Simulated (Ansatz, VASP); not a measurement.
Two plane-wave programs on MoS2

Contents of INCAR:

```
SYSTEM = MoS2
ALGO     = Normal         ! electronic algorithm
EDIFF    = 1E-7           ! SCF threshold, eV
ENCUT    = 520            ! plane-wave cutoff, eV
GGA      = PS             ! functional
ISIF     = 2              ! what is computed and relaxed
ISMEAR   = 0              ! smearing method
LASPH    = .TRUE.         ! aspherical terms in the spheres
LCHARG   = .FALSE.        ! write CHGCAR
LREAL    = .FALSE.        ! projectors in reciprocal space
LWAVE    = .FALSE.        ! write WAVECAR
NBANDS   = 35             ! bands
NELM     = 60             ! most SCF steps
PREC     = Accurate       ! precision mode
SIGMA    = 0.05           ! smearing width, eV
```

KPOINTS

```
k-points
0
G
  10 10 2
  0 0 0
```

The input POSCAR:

```
MoS2
1.0
   -3.1414322132      0.0000000000      0.0000000000
   -1.5707161066     -2.7205601009      0.0000000000
   -0.3141432213      0.0000000000     12.5788195080
Mo S
2 4
Direct
    0.3083333333      0.3333333333      0.2500000000
    0.5916666667      0.6666666667      0.7500000000
    0.2707279491      0.3333333333      0.6260538420
    0.6540612825      0.6666666667      0.1260538420
    0.2459387175      0.3333333333      0.8739461580
    0.6292720509      0.6666666667      0.3739461580
```

Input for Ansatz:

```yaml
crystal:
  lattice:
    - [-3.1414322132, 0.0, 0.0]
    - [-1.5707161066, -2.7205601009, 0.0]
    - [-0.3141432213, 0.0, 12.578819508]
  atoms:
    - { symbol: Mo, position: [0.3083333333, 0.3333333333, 0.25] }
    - { symbol: Mo, position: [0.5916666667, 0.6666666667, 0.75] }
    - { symbol: S, position: [0.2707279491, 0.3333333333, 0.626053842] }
    - { symbol: S, position: [0.6540612825, 0.6666666667, 0.126053842] }
    - { symbol: S, position: [0.2459387175, 0.3333333333, 0.873946158] }
    - { symbol: S, position: [0.6292720509, 0.6666666667, 0.373946158] }
basis:
  ecutwfc: 420
kpoints:
  mp_grid: { grid: [10, 10, 2] }
hamiltonian:
  xc: pbesol
scf:
  occupations: { method: gaussian, width: 0.05 }
output:
  forces: true
  stress: true
  eigenvalues: true
```

Alike in both runs: task single point; functional PBEsol; k mesh 10 × 10 × 2; occupations gaussian, width 0.05 eV; no spin polarisation.

```csv
,VASP,Ansatz
version,VASP 6.6.1,Ansatz 0.2.0
potentials or method,"VASP PAW PBE potentials, release 64 (Mo_sv, S), cutoff 520 eV","scalar-relativistic, plane waves, PAW"
valence electrons in the cell,52,52
```

VASP gave:

```
gap on the k mesh at the Fermi level (eV)                     : 1.03
least direct gap on the mesh (eV)                             : 1.97
pressure (GPa)                                                : 0.0
traceless stress, the component that is largest in VASP (GPa) : 0.17
rms of the force components (eV/Å)                            : 0.009
```

Q: Estimate Ansatz's values.

A: gap on the k mesh at the Fermi level (eV): 1.02; least direct gap on the mesh (eV): 1.96; pressure (GPa): 0.0; traceless stress, the component that is largest in VASP (GPa): 0.17; rms of the force components (eV/Å): 0.009.

VASP's potentials were made for PBE, not for PBEsol. Atom by atom the forces differ by 0.000 eV/Å (rms over components).
